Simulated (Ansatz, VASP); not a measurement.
**One calculation of InP, two programs**

INCAR

```
PREC = Accurate
ENCUT = 520
EDIFF = 1E-6
ISMEAR = 0
SIGMA = 0.15
LREAL = False
LASPH = True
NELM = 60
ALGO = Normal
ISIF = 2
LWAVE = False
LCHARG = False
GGA = PS
NBANDS = 16
```

KPOINTS

```
Automatic mesh
0
Gamma
  6 6 6
```

POSCAR

```
InP
1.0
    0.0000000000      2.4940722268      3.7411083402
    2.4940722268      0.0000000000      3.7411083402
    2.4940722268      2.4940722268      0.0000000000
In P
1 1
Direct
    0.0000000000      0.0000000000      0.0000000000
    0.5000000000      0.5000000000      0.5000000000
```

Input for Ansatz:

```yaml
crystal:
  lattice:
    - [0.0, 2.4940722268, 3.7411083402]
    - [2.4940722268, 0.0, 3.7411083402]
    - [2.4940722268, 2.4940722268, 0.0]
  atoms:
    - { symbol: In, position: [0.0, 0.0, 0.0] }
    - { symbol: P, position: [0.5, 0.5, 0.5] }
basis:
  ecutwfc: 420
kpoints:
  mp_grid: { grid: [6, 6, 6] }
hamiltonian:
  xc: pbesol
scf:
  occupations: { method: gaussian, width: 0.15 }
output:
  forces: true
  stress: true
  eigenvalues: true
```

Alike in both runs: task single point; functional PBEsol; k mesh 6 × 6 × 6; occupations gaussian, width 0.15 eV; no spin polarisation.

```csv
,VASP,Ansatz
version,VASP 6.6.1,Ansatz 0.2.0
potentials or method,"VASP PAW PBE potentials, release 64 (In_d, P), cutoff 520 eV","scalar-relativistic, plane waves, PAW"
valence electrons in the cell,18,18
```

```tsv
	VASP	Ansatz	Ansatz less VASP
gap on the k mesh at the Fermi level (eV)	none	none	-
pressure (GPa)	7.3	7.3	+0.03
traceless stress, the component that is largest in VASP (GPa)	-12.49	-12.50	-0.009
```

VASP's potentials were made for PBE, not for PBEsol. A gap of «none» marks a metal or a gap that the smearing closes.
